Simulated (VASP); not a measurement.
# SrO in VASP: further runs

The runs below take SrO through single point, with PBE, r2SCAN, HSE06.

All numbers are computed with VASP 6.6.1; they aren't measurements. Logs are shortened: lines on timing, memory, paths and dates and some standing lists are left out, and cuts for length are marked.

### 1 The cell of the first run

The structure is cubic, space group Fm-3m (No. 225). Conventional cell: a = 4.955 Å, b = 4.955 Å, c = 4.955 Å, α = 90.00°, β = 90.00°, γ = 90.00°. Sr (site symmetry m-3m) has 6 O at 2.48 Å within 3.3 Å. O (site symmetry m-3m) has 6 Sr at 2.48 Å within 3.3 Å.

### 2 Single point, PBE (strain -4.0%)

Input file INCAR:

```
  ALGO = Normal
  EDIFF = 1E-6
  ENCUT = 520
  GGA = PE
  ISIF = 2
  ISMEAR = -1
  LASPH = True
  LCHARG = False
  LREAL = False
  LWAVE = False
  NBANDS = 15
  NELM = 100
  PREC = Accurate
  SIGMA = 0.02
```

Input file KPOINTS:

```
k-points
0
Gamma
  8 8 8
```

Input file POSCAR:

```
SrO
1.0
    0.0000000000      2.4774706260      2.4774706260
    2.4774706260      0.0000000000      2.4774706260
    2.4774706260      2.4774706260      0.0000000000
Sr O
1 1
Direct
    0.0000000000      0.0000000000      0.0000000000
    0.5000000000      0.5000000000      0.5000000000
```

Potentials or basis: VASP PAW PBE potentials, release 64 (Sr_sv, O).

Command:

```bash
$ cat potpaw_PBE.64/Sr_sv/POTCAR potpaw_PBE.64/O/POTCAR > POTCAR
$ mpirun -np 1 vasp_std > vasp.out
```

OUTCAR:

```text
EDIFF = 1E-6
   ENCUT = 520
   GGA = PE
   ISIF = 2
   ISMEAR = -1
   LASPH = True
   LREAL = False
   NELM = 100
   PREC = Accurate

 ion  position               nearest neighbor table
   1  0.000  0.000  0.000-   2 2.48   2 2.48   2 2.48   2 2.48   2 2.48   2 2.48
   2  0.500  0.500  0.500-   1 2.48   1 2.48   1 2.48   1 2.48   1 2.48   1 2.48

  LATTYP: Found a face centered cubic cell.
 ALAT       =     4.9549412520

  Lattice vectors:

 A1 = (   0.0000000000,   2.4774706260,   2.4774706260)
 A2 = (   2.4774706260,   0.0000000000,   2.4774706260)
 A3 = (   2.4774706260,   2.4774706260,   0.0000000000)

Analysis of symmetry for initial positions (statically):
=====================================================================
 Subroutine PRICEL returns:
 Original cell was already a primitive cell.

 Routine SETGRP: Setting up the symmetry group for a
 face centered cubic supercell.

 Subroutine GETGRP returns: Found 48 space group operations
 (whereof 48 operations were pure point group operations)
 out of a pool of 48 trial point group operations.

The static configuration has the point symmetry O_h .

Analysis of symmetry for dynamics (positions and initial velocities):
=====================================================================
 Subroutine PRICEL returns:
 Original cell was already a primitive cell.

 Routine SETGRP: Setting up the symmetry group for a
 face centered cubic supercell.

 Subroutine GETGRP returns: Found 48 space group operations
 (whereof 48 operations were pure point group operations)
 out of a pool of 48 trial point group operations.

The dynamic configuration has the point symmetry O_h .

 Subroutine INISYM returns: Found 48 space group operations
 (whereof 48 operations are pure point group operations),
 and found     1 'primitive' translations

----------------------------------------------------------------------------------------

                                     Primitive cell

  volume of cell :      30.4127

  direct lattice vectors                    reciprocal lattice vectors
     0.000000000  2.477470626  2.477470626    -0.201818740  0.201818740  0.201818740
     2.477470626  0.000000000  2.477470626     0.201818740 -0.201818740  0.201818740
     2.477470626  2.477470626  0.000000000     0.201818740  0.201818740 -0.201818740

  length of vectors
[... 78 lines left out ...]
   LSORBIT =      F    spin-orbit coupling
   LASPH  =      T    aspherical Exc in radial PAW
   ENCUT  =  520.0 eV  38.22 Ry    6.18 a.u.   6.51  6.51  6.51*2*pi/ulx,y,z
   NELM   =    100;   NELMIN=  2; NELMDL= -5     # of ELM steps
   EDIFF  = 0.1E-05   stopping-criterion for ELM
   LREAL  =      F    real-space projection
[... 7 lines left out ...]
   TEBEG  =    0.0;   TEEND  =   0.0 temperature during run
   PSTRESS=    0.0 pullay stress
   NELECT =      16.0000    total number of electrons
   NUPDOWN=      -1.0000    fix difference up-down
   EMIN   =  10.00;   EMAX   =-10.00  energy-range for DOS
   EFERMI =   0.00;   METHOD = LEGACY
   ISMEAR =    -1;   SIGMA  =   0.02  broadening in eV -4-tet -1-fermi 0-gaus
   EFERMI_NEDOS =   21; number of points for ismear=-14 and -15
   IALGO  =     38    algorithm
   IMIX   =      4    mixing-type and parameters
     AMIX     =   0.40;   BMIX     =  1.00
     AMIX_MAG =   1.60;   BMIX_MAG =  1.00
  volume/ion in A,a.u.               =      15.21       102.62
  Fermi-wavevector in a.u.,A,eV,Ry     =   1.321589  2.497440 23.763890  1.746597
  Thomas-Fermi vector in A             =   2.451332
   LORBIT       =      0    0 simple, 1 ext, 2 COOP (PROOUT), +10 PAW based schemes
   GGA     = PE    functional components
   LHFCALC =     F    Hartree Fock is set to
   AEXX    =    0.0000 exact exchange contribution
   IVDW    =     0    specifies the selected vdW correction
   LEPSILON=     F    determine dielectric tensor
   LRPA    =     F    only Hartree local field effects (RPA)
 non-spin polarized calculation
  energy-cutoff  :      520.00
  volume of cell :       30.41
 maximum number of plane-waves:       869
 NGX is ok and might be reduce to    28
   NGX = 13   NGY = 13   NGZ = 13

 number of electron      16.0000004 magnetization

 Free energy of the ion-electron system (eV)
  ---------------------------------------------------
  ext. energy  EPLUGINS =         0.00000000
  ---------------------------------------------------
  free energy    TOTEN  =       -11.82099808 eV

  energy without entropy =      -11.82099808  energy(sigma->0) =      -11.82099808

 E-fermi :   2.7518     XC(G=0): -10.5645

 val. band max:        2.2329700801   @ k =   0.5000   0.5000   0.0000
 cond. band min:       5.3950117285   @ k =   0.5000   0.5000   0.0000
 fundamental gap:      3.1620416484
 Fermi energy:         2.7518177076

 k-point     1 :       0.0000    0.0000    0.0000
  band No.  band energies     occupation
      1     -29.8097      2.00000
      2     -13.0017      2.00000
      3     -11.3023      2.00000
      4     -11.3023      2.00000
      5     -11.3023      2.00000
      6       2.2280      2.00000
      7       2.2280      2.00000
      8       2.2280      2.00000
      9       7.0636      0.00000
     10       8.6644      0.00000
     11       8.6644      0.00000
     12       8.6644      0.00000
     13      11.0953      0.00000
     14      11.0953      0.00000
[... 401 lines left out ...]
      2     -14.3959      2.00000
      3     -11.8520      2.00000
      4     -11.6321      2.00000
      5     -10.4757      2.00000
      6       0.5117      2.00000
      7       1.2646      2.00000
      8       1.3948      2.00000
      9       8.9986      0.00000
     10       9.3999      0.00000
     11      12.4306      0.00000
     12      12.5019      0.00000
     13      14.8749      0.00000
     14      16.3423      0.00000
     15      17.0076      0.00000

 [... further k-points ...]
[... 5 lines left out ...]
  --------------------------------------------------------------------------------------
  -------------------------------------------------------------------------------------
  Total        3.3194960      3.3194960      3.3194960      0.0000000      0.0000000      0.0000000
  in kB      174.8747849    174.8747849    174.8747849      0.0000000      0.0000000      0.0000000
  external PRESSURE =     174.8747849 kB  Pullay stress =       0.0000000 kB

 VOLUME and BASIS-vectors are now :
 -----------------------------------------------------------------------------
  energy-cutoff  :      520.00
  volume of cell :       30.41
      direct lattice vectors                 reciprocal lattice vectors
     0.000000000  2.477470626  2.477470626    -0.201818740  0.201818740  0.201818740
     2.477470626  0.000000000  2.477470626     0.201818740 -0.201818740  0.201818740
     2.477470626  2.477470626  0.000000000     0.201818740  0.201818740 -0.201818740

 POSITION                                       TOTAL-FORCE (eV/Angst)
 -----------------------------------------------------------------------------------
      0.00000      0.00000      0.00000         0.000000     -0.000000     -0.000000
      2.47747      2.47747      2.47747         0.000000      0.000000      0.000000
 -----------------------------------------------------------------------------------
    total drift:                                0.000000      0.000000      0.000000

  FREE ENERGIE OF THE ION-ELECTRON SYSTEM (eV)
  ---------------------------------------------------
  free  energy   TOTEN  =       -11.8209980797 eV

  energy  without entropy=      -11.8209980797  energy(sigma->0) =      -11.82099808
```

It took 13 s on 1 thread of Intel Xeon Platinum 8375C at 2.90GHz (Ice Lake), shared host; peak memory 0.16 GiB.

What came out:

* Free energy: -11.8210 eV
* Pressure: 17.5 GPa
* Band gap on the k mesh: 3.16 eV, direct

Levels at points of the mesh, in eV from the valence-band top:
```csv
k point,band 4,band 5,band 6,band 7,band 8,band 9,band 10,band 11,band 12,band 13
"(0.00, 0.00, 0.00)",-13.54,-13.54,0.00,0.00,0.00,4.83,6.43,6.43,6.43,8.86
"(0.50, 0.00, 0.00)",-13.64,-12.27,-2.40,-1.38,-1.38,7.03,9.38,9.49,9.49,13.02
"(0.50, 0.50, 0.00)",-14.05,-14.05,-0.20,0.00,0.00,3.16,8.69,10.91,11.42,12.01
```

Caveat: the cell differs from its parent crystal (strain -4.0%).

### 3 Single point, r2SCAN (strain -4.0%)

POSCAR is that of step 2.

Input file INCAR.step1:

```
PREC = Accurate
ENCUT = 520
ISMEAR = 0
SIGMA = 0.01
LREAL = False
LASPH = True
NELM = 100
NBANDS = 15
GGA = PE
ALGO = Normal
EDIFF = 1E-4
LWAVE = True
LCHARG = False
```

Input file INCAR.step2:

```
PREC = Accurate
ENCUT = 520
EDIFF = 1E-6
ISMEAR = 0
SIGMA = 0.01
LREAL = False
LASPH = True
NELM = 100
ALGO = Normal
ISIF = 2
LWAVE = False
LCHARG = False
METAGGA = R2SCAN
LMIXTAU = True
NBANDS = 15
ISTART = 1
```

Input file KPOINTS:

```
regular mesh
0
Gamma
  8 8 8
```

Potentials or basis: VASP PAW PBE potentials, release 64 (Sr_sv, O).

Command:

```bash
$ cat potpaw_PBE.64/Sr_sv/POTCAR potpaw_PBE.64/O/POTCAR > POTCAR
$ cp INCAR.step1 INCAR
$ mpirun -np 1 vasp_std > vasp.out
$ cp INCAR.step2 INCAR
$ mpirun -np 1 vasp_std > vasp.out
```

OUTCAR:

```text
PREC = Accurate
   ENCUT = 520
   EDIFF = 1E-6
   ISMEAR = 0
   LREAL = False
   LASPH = True
   NELM = 100
   ISIF = 2
   METAGGA = R2SCAN
   ISTART = 1

 ion  position               nearest neighbor table
   1  0.000  0.000  0.000-   2 2.48   2 2.48   2 2.48   2 2.48   2 2.48   2 2.48
   2  0.500  0.500  0.500-   1 2.48   1 2.48   1 2.48   1 2.48   1 2.48   1 2.48

  LATTYP: Found a face centered cubic cell.
 ALAT       =     4.9549412520

  Lattice vectors:

 A1 = (   0.0000000000,   2.4774706260,   2.4774706260)
 A2 = (   2.4774706260,   0.0000000000,   2.4774706260)
 A3 = (   2.4774706260,   2.4774706260,   0.0000000000)

Analysis of symmetry for initial positions (statically):
=====================================================================
 Subroutine PRICEL returns:
 Original cell was already a primitive cell.

 Routine SETGRP: Setting up the symmetry group for a
 face centered cubic supercell.

 Subroutine GETGRP returns: Found 48 space group operations
 (whereof 48 operations were pure point group operations)
 out of a pool of 48 trial point group operations.

The static configuration has the point symmetry O_h .

Analysis of symmetry for dynamics (positions and initial velocities):
=====================================================================
 Subroutine PRICEL returns:
 Original cell was already a primitive cell.

 Routine SETGRP: Setting up the symmetry group for a
 face centered cubic supercell.

 Subroutine GETGRP returns: Found 48 space group operations
 (whereof 48 operations were pure point group operations)
 out of a pool of 48 trial point group operations.

The dynamic configuration has the point symmetry O_h .

 Subroutine INISYM returns: Found 48 space group operations
 (whereof 48 operations are pure point group operations),
 and found     1 'primitive' translations

----------------------------------------------------------------------------------------

                                     Primitive cell

  volume of cell :      30.4127

  direct lattice vectors                    reciprocal lattice vectors
[... 119 lines left out ...]
 Gauss-broadening in eV      SIGMA  =   0.01
  energy-cutoff  :      520.00
  volume of cell :       30.41
 maximum number of plane-waves:       869
 NGX is ok and might be reduce to    28
   NGX = 13   NGY = 13   NGZ = 13

 number of electron      16.0000004 magnetization

 Free energy of the ion-electron system (eV)
  ---------------------------------------------------
  ext. energy  EPLUGINS =         0.00000000
  ---------------------------------------------------
  free energy    TOTEN  =       -26.87098041 eV

  energy without entropy =      -26.87098041  energy(sigma->0) =      -26.87098041

 E-fermi :   1.9807     XC(G=0): -11.1726

 val. band max:        1.9101442739   @ k =   0.5000   0.5000   0.0000
 cond. band min:       5.5504384190   @ k =   0.5000   0.5000   0.0000
 fundamental gap:      3.6402941452
 Fermi energy:         1.9807033217

 k-point     1 :       0.0000    0.0000    0.0000
  band No.  band energies     occupation
      1     -31.2087      2.00000
      2     -14.2629      2.00000
      3     -12.0864      2.00000
      4     -12.0864      2.00000
      5     -12.0864      2.00000
      6       1.8992      2.00000
      7       1.8992      2.00000
      8       1.8992      2.00000
      9       7.4534      0.00000
     10       8.9109      0.00000
     11       8.9109      0.00000
     12       8.9109      0.00000
     13      11.4979      0.00000
     14      11.4979      0.00000
[... 401 lines left out ...]
      2     -15.5285      2.00000
      3     -12.6245      2.00000
      4     -12.4168      2.00000
      5     -11.3892      2.00000
      6       0.2184      2.00000
      7       0.9452      2.00000
      8       1.0760      2.00000
      9       9.2291      0.00000
     10       9.6449      0.00000
     11      12.7560      0.00000
     12      12.9155      0.00000
     13      15.3381      0.00000
     14      16.8026      0.00000
     15      17.7723      0.00000

 [... further k-points ...]

------------------------ aborting loop because EDIFF is reached ----------------------------------------

  FORCE on cell =-STRESS in cart. coord.  units (eV):
  Direction    XX          YY          ZZ          XY          YZ          ZX
  --------------------------------------------------------------------------------------
  -------------------------------------------------------------------------------------
  Total        3.0113609      3.0113609      3.0113609      0.0000000      0.0000000     -0.0000000
  in kB      158.6418806    158.6418806    158.6418806      0.0000000      0.0000000     -0.0000000
  external PRESSURE =     158.6418806 kB  Pullay stress =       0.0000000 kB

 VOLUME and BASIS-vectors are now :
 -----------------------------------------------------------------------------
  energy-cutoff  :      520.00
  volume of cell :       30.41
      direct lattice vectors                 reciprocal lattice vectors
     0.000000000  2.477470626  2.477470626    -0.201818740  0.201818740  0.201818740
     2.477470626  0.000000000  2.477470626     0.201818740 -0.201818740  0.201818740
     2.477470626  2.477470626  0.000000000     0.201818740  0.201818740 -0.201818740

 POSITION                                       TOTAL-FORCE (eV/Angst)
 -----------------------------------------------------------------------------------
      0.00000      0.00000      0.00000         0.000000      0.000000     -0.000000
      2.47747      2.47747      2.47747         0.000000      0.000000      0.000000
 -----------------------------------------------------------------------------------
    total drift:                                0.000000      0.000000      0.000000

  FREE ENERGIE OF THE ION-ELECTRON SYSTEM (eV)
  ---------------------------------------------------
  free  energy   TOTEN  =       -26.8709804079 eV

  energy  without entropy=      -26.8709804079  energy(sigma->0) =      -26.87098041
```

OUTCAR.step1:

```text
PREC = Accurate
   ENCUT = 520
   ISMEAR = 0
   LREAL = False
   LASPH = True
[... 654 lines left out ...]
      0.00000      0.00000      0.00000         0.000000      0.000000     -0.000000
      2.47747      2.47747      2.47747        -0.000000     -0.000000      0.000000
 -----------------------------------------------------------------------------------
    total drift:                                0.000000      0.000000      0.000000

  FREE ENERGIE OF THE ION-ELECTRON SYSTEM (eV)
  ---------------------------------------------------
  free  energy   TOTEN  =       -11.8209841532 eV

  energy  without entropy=      -11.8209841532  energy(sigma->0) =      -11.82098415
```

Run time: 53 s. Hardware: 1 thread of Intel Xeon Platinum 8375C at 2.90GHz (Ice Lake), shared host; peak memory 0.17 GiB.

Results:

```
Free energy            : -26.8710 eV
Pressure               : 15.9 GPa
Band gap on the k mesh : 3.64 eV, direct
```

Levels at points of the mesh, in eV from the valence-band top:
| k point | band 4 | band 5 | band 6 | band 7 | band 8 | band 9 | band 10 | band 11 | band 12 | band 13 |
| --- | --- | --- | --- | --- | --- | --- | --- | --- | --- | --- |
| (0.00, 0.00, 0.00) | -14.00 | -14.00 | -0.01 | -0.01 | -0.01 | 5.54 | 7.00 | 7.00 | 7.00 | 9.59 |
| (0.50, 0.00, 0.00) | -14.09 | -12.88 | -2.35 | -1.38 | -1.38 | 7.60 | 10.03 | 10.13 | 10.13 | 13.81 |
| (0.50, 0.50, 0.00) | -14.51 | -14.51 | -0.20 | 0.00 | 0.00 | 3.64 | 9.42 | 11.66 | 12.19 | 12.63 |

Caveat: the cell differs from its parent crystal (strain -4.0%); the PAW data sets were made with another functional, which shifts forces and pressure a little. A k mesh can miss the band edges.

(Continued in part 2 of 2.)
